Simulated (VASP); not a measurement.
# MgS (Fm-3m) in VASP: electric field gradients with PBE

Aim: the electric field gradients of MgS with PBE.

Everything below comes from runs of VASP 6.6.1. Logs are shortened: lines on timing, memory, paths and dates and some standing lists are left out, and cuts for length are marked.

## 1. The cell of the first run

The structure is cubic, space group Fm-3m (No. 225). The conventional cell has a = 5.209 Å, b = 5.209 Å, c = 5.209 Å, α = 90.00°, β = 90.00°, γ = 90.00°. Within 3.4 Å of Mg (site symmetry m-3m) lie 6 S at 2.60 Å. S (site symmetry m-3m) has 6 Mg at 2.60 Å within 3.4 Å.

## 2. Electric field gradients, PBE

INCAR

```
ALGO = Normal ; EDIFF = 1E-8
ENCUT = 520 ; GGA = PE
GGA_COMPAT = False ; ISIF = 2
ISMEAR = 0 ; LASPH = True
LCHARG = False ; LEFG = True
LREAL = False ; LWAVE = False
NBANDS = 11 ; NELM = 120
PREC = Accurate ; SIGMA = 0.1
```

KPOINTS

```
k-points
0
Gamma
  6 6 6
```

POSCAR

```
MgS
1.0
    0.0000000000      2.6043975556      2.6043975556
    2.6043975556      0.0000000000      2.6043975556
    2.6043975556      2.6043975556      0.0000000000
Mg S
1 1
Direct
    0.0000000000      0.0000000000      0.0000000000
    0.5000000000      0.5000000000      0.5000000000
```

Potentials or basis: VASP PAW PBE potentials, release 64 (Mg, S).

On the command line:

```
$ cat potpaw_PBE.64/Mg/POTCAR potpaw_PBE.64/S/POTCAR > POTCAR
$ mpirun -np 1 vasp_std > vasp.out
```

OUTCAR:

```text
EDIFF = 1E-8
   ENCUT = 520
   GGA = PE
   ISIF = 2
   ISMEAR = 0
   LASPH = True
   LREAL = False
   NELM = 120
   PREC = Accurate

 ion  position               nearest neighbor table
   1  0.000  0.000  0.000-   2 2.60   2 2.60   2 2.60   2 2.60   2 2.60   2 2.60
   2  0.500  0.500  0.500-   1 2.60   1 2.60   1 2.60   1 2.60   1 2.60   1 2.60

  LATTYP: Found a face centered cubic cell.
 ALAT       =     5.2087951112

  Lattice vectors:

 A1 = (   0.0000000000,   2.6043975556,   2.6043975556)
 A2 = (   2.6043975556,   0.0000000000,   2.6043975556)
 A3 = (   2.6043975556,   2.6043975556,   0.0000000000)

Analysis of symmetry for initial positions (statically):
=====================================================================
 Subroutine PRICEL returns:
 Original cell was already a primitive cell.

 Routine SETGRP: Setting up the symmetry group for a
 face centered cubic supercell.

 Subroutine GETGRP returns: Found 48 space group operations
 (whereof 48 operations were pure point group operations)
 out of a pool of 48 trial point group operations.

The static configuration has the point symmetry O_h .

Analysis of symmetry for dynamics (positions and initial velocities):
=====================================================================
 Subroutine PRICEL returns:
 Original cell was already a primitive cell.

 Routine SETGRP: Setting up the symmetry group for a
 face centered cubic supercell.

 Subroutine GETGRP returns: Found 48 space group operations
 (whereof 48 operations were pure point group operations)
 out of a pool of 48 trial point group operations.

The dynamic configuration has the point symmetry O_h .

 Subroutine INISYM returns: Found 48 space group operations
 (whereof 48 operations are pure point group operations),
 and found     1 'primitive' translations

----------------------------------------------------------------------------------------

                                     Primitive cell

  volume of cell :      35.3307

  direct lattice vectors                    reciprocal lattice vectors
     0.000000000  2.604397556  2.604397556    -0.191982979  0.191982979  0.191982979
     2.604397556  0.000000000  2.604397556     0.191982979 -0.191982979  0.191982979
     2.604397556  2.604397556  0.000000000     0.191982979  0.191982979 -0.191982979

  length of vectors
     3.683174345  3.683174345  3.683174345     0.332524273  0.332524273  0.332524273

  position of ions in fractional coordinates (direct lattice)
     0.000000000  0.000000000  0.000000000
     0.500000000  0.500000000  0.500000000

  ion indices of the primitive-cell ions
   primitive index   ion index
                 1           1
                 2           2

----------------------------------------------------------------------------------------

 KPOINTS: k-points

Automatic generation of k-mesh.
 Grid dimensions read from file:
 generate k-points for:    6    6    6

 Generating k-lattice:

  Cartesian coordinates                     Fractional coordinates (reciprocal lattice)
    -0.031997163  0.031997163  0.031997163     0.166666667  0.000000000  0.000000000
     0.031997163 -0.031997163  0.031997163     0.000000000  0.166666667  0.000000000
     0.031997163  0.031997163 -0.031997163     0.000000000  0.000000000  0.166666667

  Length of vectors
     0.055420712  0.055420712  0.055420712

  Shift w.r.t. Gamma in fractional coordinates (k-lattice)
     0.000000000  0.000000000  0.000000000

 Subroutine IBZKPT returns following result:
 ===========================================

 Found     16 irreducible k-points:

 Following reciprocal coordinates:
            Coordinates               Weight
  0.000000  0.000000  0.000000      1.000000
  0.166667  0.000000  0.000000      8.000000
  0.333333  0.000000  0.000000      8.000000
  0.500000  0.000000  0.000000      4.000000
  0.166667  0.166667  0.000000      6.000000
  0.333333  0.166667  0.000000     24.000000
[... 8 lines left out ...]
 -0.333333  0.333333  0.166667     24.000000
 -0.333333  0.500000  0.166667     12.000000
   k-points           NKPTS =     16   k-points in BZ     NKDIM =     16   number of bands    NBANDS=     11
   number of dos      NEDOS =    301   number of ions     NIONS =      2
   total plane-waves  NPLWV =  21952
   dimension x,y,z NGX =    28 NGY =   28 NGZ =   28
   dimension x,y,z NGXF=    56 NGYF=   56 NGZF=   56
   ions per type =               1   1
   NGX,Y,Z   is equivalent  to a cutoff of  12.64, 12.64, 12.64 a.u.
   NGXF,Y,Z  is equivalent  to a cutoff of  25.28, 25.28, 25.28 a.u.
 SYSTEM =  unknown system
   PREC   = accura    normal or accurate (medium, high low for compatibility)
   ISTART =      0    job   : 0-new  1-cont  2-samecut
   ICHARG =      2    charge: 1-file 2-atom 10-const
   ISPIN  =      1    spin polarized calculation?
   LNONCOLLINEAR =      F non collinear calculations
   LSORBIT =      F    spin-orbit coupling
   LASPH  =      T    aspherical Exc in radial PAW
   ENCUT  =  520.0 eV  38.22 Ry    6.18 a.u.   6.85  6.85  6.85*2*pi/ulx,y,z
   NELM   =    120;   NELMIN=  2; NELMDL= -5     # of ELM steps
   EDIFF  = 0.1E-07   stopping-criterion for ELM
   LREAL  =      F    real-space projection
   EDIFFG = 0.1E-06   stopping-criterion for IOM
   NSW    =      0    number of steps for IOM
   IBRION =     -1    ionic relax: 0-MD 1-quasi-New 2-CG
   NFREE  =      0    steps in history (QN), initial steepest desc. (CG)
   ISIF   =      2    stress and relaxation
   ISYM   =      2    0-nonsym 1-usesym 2-fastsym
   POTIM  = 0.5000    time-step for ionic-motion
   TEBEG  =    0.0;   TEEND  =   0.0 temperature during run
   PSTRESS=    0.0 pullay stress
   NELECT =       8.0000    total number of electrons
   NUPDOWN=      -1.0000    fix difference up-down
   EMIN   =  10.00;   EMAX   =-10.00  energy-range for DOS
   EFERMI =   0.00;   METHOD = LEGACY
   ISMEAR =     0;   SIGMA  =   0.10  broadening in eV -4-tet -1-fermi 0-gaus
   EFERMI_NEDOS =   21; number of points for ismear=-14 and -15
   IALGO  =     38    algorithm
   IMIX   =      4    mixing-type and parameters
     AMIX     =   0.40;   BMIX     =  1.00
     AMIX_MAG =   1.60;   BMIX_MAG =  1.00
  volume/ion in A,a.u.               =      17.67       119.21
  Fermi-wavevector in a.u.,A,eV,Ry     =   0.997825  1.885615 13.546695  0.995654
  Thomas-Fermi vector in A             =   2.130007
   LORBIT       =      0    0 simple, 1 ext, 2 COOP (PROOUT), +10 PAW based schemes
   GGA     = PE    functional components
   LHFCALC =     F    Hartree Fock is set to
   AEXX    =    0.0000 exact exchange contribution
   IVDW    =     0    specifies the selected vdW correction
   LEPSILON=     F    determine dielectric tensor
   LRPA    =     F    only Hartree local field effects (RPA)
 non-spin polarized calculation
 Gauss-broadening in eV      SIGMA  =   0.10
  energy-cutoff  :      520.00
  volume of cell :       35.33
 maximum number of plane-waves:       962
   NGX = 13   NGY = 13   NGZ = 13

 number of electron       8.0000000 magnetization

 Free energy of the ion-electron system (eV)
  ---------------------------------------------------
  ext. energy  EPLUGINS =         0.00000000
  ---------------------------------------------------
  free energy    TOTEN  =        -8.49976848 eV

  energy without entropy =       -8.49976848  energy(sigma->0) =       -8.49976848

 E-fermi :   4.1786     XC(G=0):  -9.6745

 val. band max:        3.6993146443   @ k =   0.0000   0.0000   0.0000
 cond. band min:       6.4658740567   @ k =   0.5000   0.5000   0.0000
 fundamental gap:      2.7665594124
 Fermi energy:         4.1786384915

 k-point     1 :       0.0000    0.0000    0.0000
  band No.  band energies     occupation
      1      -8.9496      2.00000
      2       3.6993      2.00000
      3       3.6993      2.00000
      4       3.6993      2.00000
      5       7.3836      0.00000
      6      11.6544      0.00000
      7      11.6544      0.00000
      8      11.6544      0.00000
      9      14.0441      0.00000
     10      14.0441      0.00000
     11      16.2287      0.00000
[... 197 lines left out ...]
 k-point    16 :      -0.3333    0.5000    0.1667
  band No.  band energies     occupation
      1      -7.2501      2.00000
      2      -0.0357      2.00000
      3       1.1316      2.00000
      4       1.4949      2.00000
      5       8.0962      0.00000
      6       9.9241      0.00000
      7      12.8422      0.00000
      8      13.4866      0.00000
      9      17.4689      0.00000
     10      18.7093      0.00000
     11      19.1388      0.00000

------------------------ aborting loop because EDIFF is reached ----------------------------------------

  FORCE on cell =-STRESS in cart. coord.  units (eV):
  Direction    XX          YY          ZZ          XY          YZ          ZX
  --------------------------------------------------------------------------------------
  -------------------------------------------------------------------------------------
  Total        0.1412926      0.1412926      0.1412926      0.0000000     -0.0000000      0.0000000
  in kB        6.4073440      6.4073440      6.4073440      0.0000000     -0.0000000      0.0000000
  external PRESSURE =       6.4073440 kB  Pullay stress =       0.0000000 kB

 VOLUME and BASIS-vectors are now :
 -----------------------------------------------------------------------------
  energy-cutoff  :      520.00
  volume of cell :       35.33
      direct lattice vectors                 reciprocal lattice vectors
     0.000000000  2.604397556  2.604397556    -0.191982979  0.191982979  0.191982979
     2.604397556  0.000000000  2.604397556     0.191982979 -0.191982979  0.191982979
     2.604397556  2.604397556  0.000000000     0.191982979  0.191982979 -0.191982979

 POSITION                                       TOTAL-FORCE (eV/Angst)
 -----------------------------------------------------------------------------------
      0.00000      0.00000      0.00000        -0.000000      0.000000     -0.000000
      2.60440      2.60440      2.60440         0.000000     -0.000000      0.000000
 -----------------------------------------------------------------------------------
    total drift:                                0.000000      0.000000      0.000000

  FREE ENERGIE OF THE ION-ELECTRON SYSTEM (eV)
  ---------------------------------------------------
  free  energy   TOTEN  =        -8.4997684779 eV

  energy  without entropy=       -8.4997684779  energy(sigma->0) =       -8.49976848

 Electric field gradients (V/A^2)
---------------------------------------------------------------------
 ion       V_xx      V_yy      V_zz      V_xy      V_xz      V_yz
---------------------------------------------------------------------
   1      -0.000    -0.000     0.000     0.000     0.000     0.000
   2      -0.000     0.000     0.000    -0.000    -0.000    -0.000
---------------------------------------------------------------------

 Electric field gradients after diagonalization (V/A^2)
 (convention: |V_zz| > |V_xx| > |V_yy|)
----------------------------------------------------------------------
 ion       V_xx      V_yy      V_zz     asymmetry (V_yy - V_xx)/ V_zz
----------------------------------------------------------------------
   1      -0.000    -0.000     0.000       0.000
   2       0.000     0.000    -0.001       0.000
----------------------------------------------------------------------

           NMR quadrupolar parameters

 Cq : quadrupolar parameter    Cq=e*Q*V_zz/h
 eta: asymmetry parameters     (V_yy - V_xx)/ V_zz
 Q  : nuclear electric quadrupole moment in mb (millibarn)
----------------------------------------------------------------------
 ion       Cq(MHz)       eta       Q (mb)
----------------------------------------------------------------------
   1       0.000       0.000       1.000
   2      -0.000       0.000       1.000
----------------------------------------------------------------------
```

Wall time 11 s (1 thread of AMD EPYC 7R43 (Zen 3), shared host); peak memory 0.12 GiB.

What came out:

```yaml
Free_energy: -8.4998 eV
Pressure: 0.6 GPa
Band_gap_on_the_k_mesh: 2.77 eV (least direct gap 3.68 eV)
Largest_electric_field_gradient_by_atom: under 0.05 V/Å² on every atom
```

A k mesh can miss the band edges.
